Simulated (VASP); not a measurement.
Set up this calculation in VASP 6.6.1, as the native input.

```
Task                   : single point
Functional             : PBE
Potentials or basis    : VASP PAW PBE potentials, release 64 (K_sv, Mo_sv)
Cutoff                 : 520 eV
k mesh                 : 4 × 4 × 4
Occupations            : gaussian, width 0.1 eV
Spin                   : no spin polarisation
Dipole correction      : no
Further INCAR settings : ALGO = Normal; EDIFF = 1e-06; NBANDS = 26
```

The structure of KMo2 lies in POSCAR:

```
KMo2
1.0
    4.0315905600      0.0000000000      0.0000000000
    0.0000000000      4.0315905600      0.0000000000
    0.0000000000      0.0000000000      5.7015300500
K Mo
1 2
Direct
    0.0000000000      0.0000000000      0.0000000000
    0.5000000000      0.0000000000      0.7500000000
    0.0000000000      0.5000000000      0.2500000000
```

This cell differs from its parent crystal: atoms taken out.

The input as run:

INCAR

```
ALGO = Normal
EDIFF = 1E-6
ENCUT = 520
GGA = PE
ISIF = 2
ISMEAR = 0
LASPH = T
LCHARG = F
LREAL = F
LWAVE = F
NBANDS = 26
NELM = 80
PREC = Accurate
SIGMA = 0.1
```

KPOINTS

```
k-points
0
Gamma
  4 4 4
```

Potentials or basis: VASP PAW PBE potentials, release 64 (K_sv, Mo_sv).

Command:

```console
$ cat potpaw_PBE.64/K_sv/POTCAR potpaw_PBE.64/Mo_sv/POTCAR > POTCAR
$ mpirun -np 1 vasp_std > vasp.out
```

It gave:

```
Pressure               : -9.1 GPa
Largest force          : 2.242 eV/Å
Band gap on the k mesh : zero (an odd number of electrons rules out a gap without spin polarisation)
```

Caveat: the k points lie up to 0.39 Å⁻¹ apart, too coarse for converged energies and pressures of a metal; the cell differs from its parent crystal (atoms taken out); forces of over 1 eV/Å act on the atoms, so gaps and moduli don't describe the material at rest.

Wall time 44 s on 1 thread of Intel Xeon 8259CL, on a shared host, peak memory 0.2 GiB.
